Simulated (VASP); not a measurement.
# SiO2 (P6_322) in VASP: notebook, part 2 of 2

VASP 6.6.1. The steps go on from the part before.

## Step 3: Single point, r2SCAN (biaxial strain in the a-b plane: +3.0 %, then relaxed in part)

The input, POSCAR:

```
SiO2
1.0
    5.1871576969      0.0000000000      0.0000000000
   -2.5935788484      4.4922103389      0.0000000000
    0.0000000000      0.0000000000      8.5145919266
Si O
4 8
Direct
    0.6666666667      0.3333333333      0.9381886111
    0.6666666667      0.3333333333      0.5618113889
    0.3333333333      0.6666666667      0.0618113889
    0.3333333333      0.6666666667      0.4381886111
    0.0000000000      0.4471219149      0.0000000000
    0.4471219149      0.4471219149      0.5000000000
    0.5528780851      0.0000000000      0.5000000000
    0.5528780851      0.5528780851      0.0000000000
    0.0000000000      0.5528780851      0.5000000000
    0.6666666667      0.3333333333      0.7500000000
    0.3333333333      0.6666666667      0.2500000000
    0.4471219149      0.0000000000      0.0000000000
```

The input, INCAR.step1:

```
SYSTEM = SiO2
ALGO     = Normal         ! electronic algorithm
EDIFF    = 1E-4           ! SCF threshold, eV
ENCUT    = 520            ! plane-wave cutoff, eV
GGA      = PE             ! functional
ISMEAR   = 0              ! smearing method
LASPH    = .TRUE.         ! aspherical terms in the spheres
LCHARG   = .FALSE.        ! write CHGCAR
LREAL    = .FALSE.        ! projectors in reciprocal space
LWAVE    = .TRUE.         ! write WAVECAR
NBANDS   = 44             ! bands
NELM     = 60             ! most SCF steps
PREC     = Accurate       ! precision mode
SIGMA    = 0.02           ! smearing width, eV
```

The input, INCAR.step2:

```
SYSTEM = SiO2
ALGO     = Normal         ! electronic algorithm
EDIFF    = 1E-7           ! SCF threshold, eV
ENCUT    = 520            ! plane-wave cutoff, eV
ISIF     = 2              ! what is computed and relaxed
ISMEAR   = 0              ! smearing method
ISTART   = 1            
LASPH    = .TRUE.         ! aspherical terms in the spheres
LCHARG   = .TRUE.         ! write CHGCAR
LELF     = .TRUE.         ! ELF
LMIXTAU  = .TRUE.       
LREAL    = .FALSE.        ! projectors in reciprocal space
LVHAR    = .TRUE.       
LWAVE    = .FALSE.        ! write WAVECAR
METAGGA  = R2SCAN         ! meta-GGA
NBANDS   = 44             ! bands
NELM     = 60             ! most SCF steps
PREC     = Accurate       ! precision mode
SIGMA    = 0.02           ! smearing width, eV
```

The input, KPOINTS:

```
k-points
0
G
  6 6 4
  0 0 0
```

Potentials or basis: VASP PAW PBE potentials, release 64 (Si, O).

The run is started by

```sh
> cat potpaw_PBE.64/Si/POTCAR potpaw_PBE.64/O/POTCAR > POTCAR
> cp INCAR.step1 INCAR
> mpirun -np 1 vasp_std > vasp.out
> cp INCAR.step2 INCAR
> mpirun -np 1 vasp_std > vasp.out
```

OUTCAR:

```text
SYSTEM = SiO2
   EDIFF = 1E-7
   ENCUT = 520
   ISIF = 2
   ISMEAR = 0
   ISTART = 1
   LASPH = .TRUE.
   LREAL = .FALSE.
   METAGGA = R2SCAN
   NELM = 60
   PREC = Accurate

 ion  position               nearest neighbor table
   1  0.667  0.333  0.938-  10 1.60   5 1.61  12 1.61   8 1.61
   2  0.667  0.333  0.562-  10 1.60   7 1.61   9 1.61   6 1.61
   3  0.333  0.667  0.062-  11 1.60  12 1.61   5 1.61   8 1.61
   4  0.333  0.667  0.438-  11 1.60   9 1.61   7 1.61   6 1.61
[... 1214 lines left out ...]
  external PRESSURE =     -10.1159418 kB  Pullay stress =       0.0000000 kB

 VOLUME and BASIS-vectors are now :
 -----------------------------------------------------------------------------
  energy-cutoff  :      520.00
  volume of cell :      198.41
      direct lattice vectors                 reciprocal lattice vectors
     5.187157697  0.000000000  0.000000000     0.192783805  0.111303782  0.000000000
    -2.593578848  4.492210339  0.000000000     0.000000000  0.222607564  0.000000000
     0.000000000  0.000000000  8.514591927     0.000000000  0.000000000  0.117445441

 POSITION                                       TOTAL-FORCE (eV/Angst)
 -----------------------------------------------------------------------------------
      2.59358      1.49740      7.98829         0.000000     -0.000000     -0.006191
      2.59358      1.49740      4.78359         0.000000     -0.000000      0.006191
     -0.00000      2.99481      0.52630         0.000000     -0.000000      0.006191
     -0.00000      2.99481      3.73100         0.000000     -0.000000     -0.006191
     -1.15965      2.00857      0.00000        -0.000814      0.001409      0.000000
      1.15965      2.00857      4.25730         0.000814      0.001409      0.000000
      2.86787      0.00000      4.25730        -0.001628     -0.000000      0.000000
      1.43393      2.48364      0.00000        -0.000814     -0.001409      0.000000
     -1.43393      2.48364      4.25730         0.000814     -0.001409      0.000000
      2.59358      1.49740      6.38594         0.000000     -0.000000     -0.000000
     -0.00000      2.99481      2.12865         0.000000     -0.000000     -0.000000
      2.31929      0.00000      0.00000         0.001628     -0.000000      0.000000
 -----------------------------------------------------------------------------------
    total drift:                               -0.000001      0.000000      0.000000

  FREE ENERGIE OF THE ION-ELECTRON SYSTEM (eV)
  ---------------------------------------------------
  free  energy   TOTEN  =      -119.0753387565 eV

  energy  without entropy=     -119.0753387565  energy(sigma->0) =     -119.07533876
```

Run time: 20 min. Hardware: 1 thread of Oxide Virtual Turin-like, shared host; peak memory 0.38 GiB.

What came out:

| Quantity | Value |
| --- | --- |
| Free energy | -119.0753 eV |
| Pressure | -1.0 GPa |
| Largest force | 0.006 eV/Å |
| Band gap on the k mesh | 6.10 eV, indirect (least direct gap 6.11 eV) |

Forces on the atoms (eV/Å):
```
Si   0.000  0.000 -0.006
Si   0.000  0.000  0.006
Si   0.000  0.000  0.006
Si   0.000  0.000 -0.006
O   -0.001  0.001  0.000
O    0.001  0.001  0.000
O   -0.002  0.000  0.000
O   -0.001 -0.001  0.000
O    0.001 -0.001  0.000
O    0.000  0.000  0.000
O    0.000  0.000  0.000
O    0.002  0.000  0.000
```

Levels at points of the mesh, in eV from the valence-band top:
| k point | band 30 | band 31 | band 32 | band 33 | band 34 | band 35 |
| --- | --- | --- | --- | --- | --- | --- |
| (0.00, 0.00, 0.00) | -0.33 | -0.01 | -0.01 | 6.10 | 8.48 | 8.72 |
| (0.50, 0.00, 0.00) | -0.78 | -0.67 | 0.00 | 8.41 | 8.55 | 9.28 |
| (0.00, 0.00, 0.50) | -0.34 | -0.28 | -0.28 | 6.87 | 6.87 | 9.76 |
| (0.50, 0.00, 0.50) | -0.75 | -0.35 | -0.35 | 8.83 | 8.83 | 8.91 |

Caveat: the cell differs from its parent crystal (biaxial strain in the a-b plane: +3.0 %, then relaxed in part); the PAW data sets were made with another functional, which shifts forces and pressure a little. A k mesh can miss the band edges.

## Step 4: Single point, r2SCAN

This run uses another cell than the first one, of 15.68 Å³/atom, 0.960 times its volume.

The input, POSCAR:

```
SiO2
1.0
    5.0360754339      0.0000000000      0.0000000000
   -2.5180377169      4.3613692611      0.0000000000
    0.0000000000      0.0000000000      8.5650778597
Si O
4 8
Direct
    0.6666666667      0.3333333333      0.9370460698
    0.6666666667      0.3333333333      0.5629539302
    0.3333333333      0.6666666667      0.0629539302
    0.3333333333      0.6666666667      0.4370460698
    0.0000000000      0.4133082251      0.0000000000
    0.4133082251      0.4133082251      0.5000000000
    0.5866917749      0.0000000000      0.5000000000
    0.5866917749      0.5866917749      0.0000000000
    0.0000000000      0.5866917749      0.5000000000
    0.6666666667      0.3333333333      0.7500000000
    0.3333333333      0.6666666667      0.2500000000
    0.4133082251      0.0000000000      0.0000000000
```

The input, INCAR.step1:

```
SYSTEM = SiO2
  ALGO = Normal
  EDIFF = 1E-4
  ENCUT = 520
  GGA = PE
  ISMEAR = 0
  LASPH = .True.
  LCHARG = .False.
  LREAL = .False.
  LWAVE = .True.
  NBANDS = 44
  NELM = 100
  PREC = Accurate
  SIGMA = 0.02
```

The input, INCAR.step2:

```
SYSTEM = SiO2
  ALGO = Normal
  EDIFF = 1E-6
  ENCUT = 520
  ISIF = 2
  ISMEAR = 0
  ISTART = 1
  LASPH = .True.
  LCHARG = .False.
  LMIXTAU = .True.
  LREAL = .False.
  LWAVE = .False.
  METAGGA = R2SCAN
  NBANDS = 44
  NELM = 100
  PREC = Accurate
  SIGMA = 0.02
```

The input, KPOINTS:

```
k-points
0
Gamma
  6 6 4
  0 0 0
```

Potentials or basis: VASP PAW PBE potentials, release 64 (Si, O).

The run is started by

```sh
> cat potpaw_PBE.64/Si/POTCAR potpaw_PBE.64/O/POTCAR > POTCAR
> cp INCAR.step1 INCAR
> mpirun -np 1 vasp_std > vasp.out
> cp INCAR.step2 INCAR
> mpirun -np 1 vasp_std > vasp.out
```

OUTCAR:

```text
SYSTEM = SiO2
   EDIFF = 1E-6
   ENCUT = 520
   ISIF = 2
   ISMEAR = 0
   ISTART = 1
   LASPH = .True.
   LREAL = .False.
   METAGGA = R2SCAN
   NELM = 100
   PREC = Accurate

 ion  position               nearest neighbor table
   1  0.667  0.333  0.937-  10 1.60   5 1.61  12 1.61   8 1.61   3 3.10   3 3.10   3 3.10
   2  0.667  0.333  0.563-  10 1.60   7 1.61   9 1.61   6 1.61   4 3.10   4 3.10   4 3.10
   3  0.333  0.667  0.063-  11 1.60  12 1.61   5 1.61   8 1.61   1 3.10   1 3.10   1 3.10
   4  0.333  0.667  0.437-  11 1.60   9 1.61   7 1.61   6 1.61   2 3.10   2 3.10   2 3.10
[... 1216 lines left out ...]
 VOLUME and BASIS-vectors are now :
 -----------------------------------------------------------------------------
  energy-cutoff  :      520.00
  volume of cell :      188.12
      direct lattice vectors                 reciprocal lattice vectors
     5.036075434  0.000000000  0.000000000     0.198567320  0.114642895  0.000000000
    -2.518037717  4.361369261  0.000000000     0.000000000  0.229285791  0.000000000
     0.000000000  0.000000000  8.565077860     0.000000000  0.000000000  0.116753171

 POSITION                                       TOTAL-FORCE (eV/Angst)
 -----------------------------------------------------------------------------------
      2.51804      1.45379      8.02587         0.000000     -0.000000     -0.016595
      2.51804      1.45379      4.82174        -0.000000     -0.000000      0.016595
     -0.00000      2.90758      0.53921         0.000000     -0.000000      0.016595
     -0.00000      2.90758      3.74333         0.000000     -0.000000     -0.016595
     -1.04073      1.80259      0.00000        -0.000276      0.000478     -0.000000
      1.04073      1.80259      4.28254         0.000276      0.000478     -0.000000
      2.95462      0.00000      4.28254        -0.000552     -0.000000     -0.000000
      1.47731      2.55878      0.00000        -0.000276     -0.000478     -0.000000
     -1.47731      2.55878      4.28254         0.000276     -0.000478     -0.000000
      2.51804      1.45379      6.42381         0.000000     -0.000000     -0.000000
     -0.00000      2.90758      2.14127         0.000000     -0.000000     -0.000000
      2.08145      0.00000      0.00000         0.000552     -0.000000     -0.000000
 -----------------------------------------------------------------------------------
    total drift:                               -0.000001      0.000001     -0.000000

  FREE ENERGIE OF THE ION-ELECTRON SYSTEM (eV)
  ---------------------------------------------------
  free  energy   TOTEN  =      -119.1139249463 eV

  energy  without entropy=     -119.1139249463  energy(sigma->0) =     -119.11392495
```

OSZICAR.step1:

```text
N       E                     dE             d eps       ncg     rms          rms(c)
DAV:   1     0.434969760137E+03    0.43497E+03   -0.32419E+04  1864   0.131E+03
DAV:   2    -0.714581021913E+02   -0.50643E+03   -0.48999E+03  2368   0.312E+02
DAV:   3    -0.107753461211E+03   -0.36295E+02   -0.36129E+02  2264   0.899E+01
DAV:   4    -0.108257733035E+03   -0.50427E+00   -0.50325E+00  2304   0.117E+01
DAV:   5    -0.108267242536E+03   -0.95095E-02   -0.95040E-02  2256   0.155E+00    0.299E+01
DAV:   6    -0.949012160796E+02    0.13366E+02   -0.51362E+01  2148   0.328E+01    0.140E+01
DAV:   7    -0.948753082824E+02    0.25908E-01   -0.15384E+00  2224   0.504E+00    0.507E+00
DAV:   8    -0.948493664920E+02    0.25942E-01   -0.82577E-02  2268   0.172E+00    0.201E+00
DAV:   9    -0.948553133156E+02   -0.59468E-02   -0.47883E-02  2128   0.122E+00    0.360E-01
DAV:  10    -0.948589735434E+02   -0.36602E-02   -0.43864E-03  2016   0.310E-01    0.116E-01
DAV:  11    -0.948588926835E+02    0.80860E-04   -0.12903E-03  2088   0.186E-01    0.283E-02
DAV:  12    -0.948588969603E+02   -0.42768E-05   -0.37803E-05  1512   0.368E-02
   1 F= -.94858897E+02 E0= -.94858897E+02  d E =-.377575E-16
```

It took 19 min on 1 thread of Oxide Virtual Turin-like, shared host; peak memory 0.37 GiB.

Results:

* Free energy: -119.1139 eV
* Pressure: 0.1 GPa
* Largest force: 0.017 eV/Å
* Band gap on the k mesh: 6.18 eV, indirect (least direct gap 6.24 eV)

Forces on the atoms (eV/Å):
```
Si   0.000  0.000 -0.017
Si   0.000  0.000  0.017
Si   0.000  0.000  0.017
Si   0.000  0.000 -0.017
O    0.000  0.000  0.000
O    0.000  0.000  0.000
O   -0.001  0.000  0.000
O    0.000  0.000  0.000
O    0.000  0.000  0.000
O    0.000  0.000  0.000
O    0.000  0.000  0.000
O    0.001  0.000  0.000
```

Caveat: the PAW data sets were made with another functional, which shifts forces and pressure a little. A k mesh can miss the band edges.

## Step 5: Single point, r2SCAN (biaxial strain in the a-b plane: +1.5 %)

POSCAR: that of step 4 with these lines changed.

```diff
@@ -2,5 +2,5 @@
 1.0
-    5.0360754339      0.0000000000      0.0000000000
-   -2.5180377169      4.3613692611      0.0000000000
-    0.0000000000      0.0000000000      8.5650778597
+    5.1116165654      0.0000000000      0.0000000000
+   -2.5558082827      4.4267898000      0.0000000000
+    0.0000000000      0.0000000000      8.4879921590
 Si O
```

The input, INCAR.step1:

```
SYSTEM = SiO2
PREC = Accurate ; ENCUT = 520
ISMEAR = 0 ; SIGMA = 0.02
LREAL = .FALSE. ; LASPH = .TRUE.
NELM = 60 ; NBANDS = 44
GGA = PE ; ALGO = Normal
EDIFF = 1E-4 ; LWAVE = .TRUE.
LCHARG = .FALSE.
```

The input, INCAR.step2:

```
SYSTEM = SiO2
PREC = Accurate ; ENCUT = 520
EDIFF = 1E-6 ; ISMEAR = 0
SIGMA = 0.02 ; LREAL = .FALSE.
LASPH = .TRUE. ; NELM = 60
ALGO = Normal ; ISIF = 2
LWAVE = .FALSE. ; LCHARG = .TRUE.
METAGGA = R2SCAN ; LMIXTAU = .TRUE.
LELF = .TRUE. ; LVHAR = .TRUE.
NBANDS = 44 ; ISTART = 1
```

The input, KPOINTS:

```
Automatic mesh
0
G
  6 6 4
  0 0 0
```

The run is started by

```sh
> cat potpaw_PBE.64/Si/POTCAR potpaw_PBE.64/O/POTCAR > POTCAR
> cp INCAR.step1 INCAR
> mpirun -np 1 vasp_std > vasp.out
> cp INCAR.step2 INCAR
> mpirun -np 1 vasp_std > vasp.out
```

It took 21 min on 1 thread of Oxide Virtual Turin-like, shared host; peak memory 0.38 GiB.

It converged, with:

| Quantity | Value |
| --- | --- |
| Free energy | -119.0103 eV |
| Pressure | -3.0 GPa |
| Largest force | 0.969 eV/Å |
| Band gap on the k mesh | 6.08 eV, indirect (least direct gap 6.14 eV) |

Forces on the atoms (eV/Å):
```
Si   0.000  0.000  0.969
Si   0.000  0.000 -0.969
Si   0.000  0.000 -0.969
Si   0.000  0.000  0.969
O   -0.185  0.320  0.000
O    0.185  0.320  0.000
O   -0.370  0.000  0.000
O   -0.185 -0.320  0.000
O    0.185 -0.320  0.000
O    0.000  0.000  0.000
O    0.000  0.000  0.000
O    0.370  0.000  0.000
```

Stress tensor (GPa, compression positive):
```
-5.52  0.00  0.00
 0.00 -5.52  0.00
 0.00  0.00  2.15
```

Levels at points of the mesh, in eV from the valence-band top:
```tsv
k point	band 29	band 30	band 31	band 32	band 33	band 34	band 35	band 36
(0.00, 0.00, 0.00)	-0.79	-0.76	-0.06	-0.06	6.08	8.37	8.83	9.72
(0.50, 0.00, 0.00)	-0.91	-0.76	-0.62	-0.05	8.38	8.83	9.43	9.99
(0.00, 0.00, 0.50)	-0.63	-0.63	-0.18	-0.18	6.88	6.88	10.05	10.05
(0.50, 0.00, 0.50)	-0.74	-0.74	-0.36	-0.36	8.85	8.85	9.09	9.09
```

Caveat: the cell differs from its parent crystal (biaxial strain in the a-b plane: +1.5 %); the PAW data sets were made with another functional, which shifts forces and pressure a little.

## Step 6: Single point, r2SCAN (biaxial strain in the a-b plane: +1.5 %, then relaxed in part)

The input, POSCAR:

```
SiO2
1.0
    5.1116165654      0.0000000000      0.0000000000
   -2.5558082827      4.4267898000      0.0000000000
    0.0000000000      0.0000000000      8.5391834743
Si O
4 8
Direct
    0.6666666667      0.3333333333      0.9376337079
    0.6666666667      0.3333333333      0.5623662921
    0.3333333333      0.6666666667      0.0623662921
    0.3333333333      0.6666666667      0.4376337079
    0.0000000000      0.4284244836      0.0000000000
    0.4284244836      0.4284244836      0.5000000000
    0.5715755164      0.0000000000      0.5000000000
    0.5715755164      0.5715755164      0.0000000000
    0.0000000000      0.5715755164      0.5000000000
    0.6666666667      0.3333333333      0.7500000000
    0.3333333333      0.6666666667      0.2500000000
    0.4284244836      0.0000000000      0.0000000000
```

The input, INCAR.step1:

```
ALGO = Normal
EDIFF = 1E-4
ENCUT = 520
GGA = PE
ISMEAR = 0
LASPH = T
LCHARG = F
LREAL = F
LWAVE = T
NBANDS = 44
NELM = 100
PREC = Accurate
SIGMA = 0.02
```

The input, INCAR.step2:

```
ALGO = Normal
EDIFF = 1E-6
ENCUT = 520
ISIF = 2
ISMEAR = 0
ISTART = 1
LASPH = T
LCHARG = F
LMIXTAU = T
LREAL = F
LWAVE = F
METAGGA = R2SCAN
NBANDS = 44
NELM = 100
PREC = Accurate
SIGMA = 0.02
```

The input, KPOINTS:

```
k-points
0
Gamma
  6 6 4
```

Potentials or basis: VASP PAW PBE potentials, release 64 (Si, O).

The run is started by

```sh
> cat potpaw_PBE.64/Si/POTCAR potpaw_PBE.64/O/POTCAR > POTCAR
> cp INCAR.step1 INCAR
> mpirun -np 1 vasp_std > vasp.out
> cp INCAR.step2 INCAR
> mpirun -np 1 vasp_std > vasp.out
```

It took 17 min on 1 thread of Oxide Virtual Turin-like, shared host; peak memory 0.38 GiB.

The run converged. Its results:

- Free energy: -119.1098 eV
- Pressure: -0.5 GPa
- Largest force: 0.012 eV/Å
- Band gap on the k mesh: 6.14 eV, indirect (least direct gap 6.18 eV)

Forces in eV/Å, atoms in the order of the input:
```
Si   0.000  0.000 -0.012
Si   0.000  0.000  0.012
Si   0.000  0.000  0.012
Si   0.000  0.000 -0.012
O   -0.001  0.002  0.000
O    0.001  0.002  0.000
O   -0.002  0.000  0.000
O   -0.001 -0.002  0.000
O    0.001 -0.002  0.000
O    0.000  0.000  0.000
O    0.000  0.000  0.000
O    0.002  0.000  0.000
```

Stress tensor (GPa, compression positive):
```
-0.74  0.00  0.00
 0.00 -0.74  0.00
 0.00  0.00  0.10
```

Levels at points of the mesh, in eV from the valence-band top:
```csv
k point,band 29,band 30,band 31,band 32,band 33,band 34,band 35,band 36
"(0.00, 0.00, 0.00)",-0.60,-0.56,-0.03,-0.03,6.14,8.59,8.76,9.60
"(0.50, 0.00, 0.00)",-0.97,-0.76,-0.65,-0.02,8.48,8.73,9.36,10.09
"(0.00, 0.00, 0.50)",-0.57,-0.57,-0.22,-0.22,6.94,6.94,10.13,10.13
"(0.50, 0.00, 0.50)",-0.75,-0.75,-0.36,-0.36,8.95,8.95,9.02,9.02
```

Caveat: the cell differs from its parent crystal (biaxial strain in the a-b plane: +1.5 %, then relaxed in part); the PAW data sets were made with another functional, which shifts forces and pressure a little.

## Step 7: Overview

| cell | gap on the mesh (eV) | pressure (GPa) | largest force (eV/Å) |
| --- | --- | --- | --- |
| a = 5.187, b = 5.187, c = 8.411 Å, angles 90.0, 90.0, 120.0°, 12 atoms | 6.07 | -2.4 | 1.25 |
| a = 5.187, b = 5.187, c = 8.515 Å, angles 90.0, 90.0, 120.0°, 12 atoms | 6.10 | -1.0 | 0.01 |
| a = 5.036, b = 5.036, c = 8.565 Å, angles 90.0, 90.0, 120.0°, 12 atoms | 6.18 | 0.1 | 0.02 |
| a = 5.112, b = 5.112, c = 8.488 Å, angles 90.0, 90.0, 120.0°, 12 atoms | 6.08 | -3.0 | 0.97 |
| a = 5.112, b = 5.112, c = 8.539 Å, angles 90.0, 90.0, 120.0°, 12 atoms | 6.14 | -0.5 | 0.01 |

Alike in all rows: task single point; level r2SCAN; potentials or basis VASP PAW PBE potentials, release 64 (Si, O); no spin polarisation; k mesh 6 × 6 × 4; cutoff (eV) 520; smearing gaussian 0.02 eV.

Caveats: the PAW data sets were made with another functional, which shifts forces and pressure a little.

Total energies depend on the potentials used, so only differences within one code and one set of settings carry meaning.
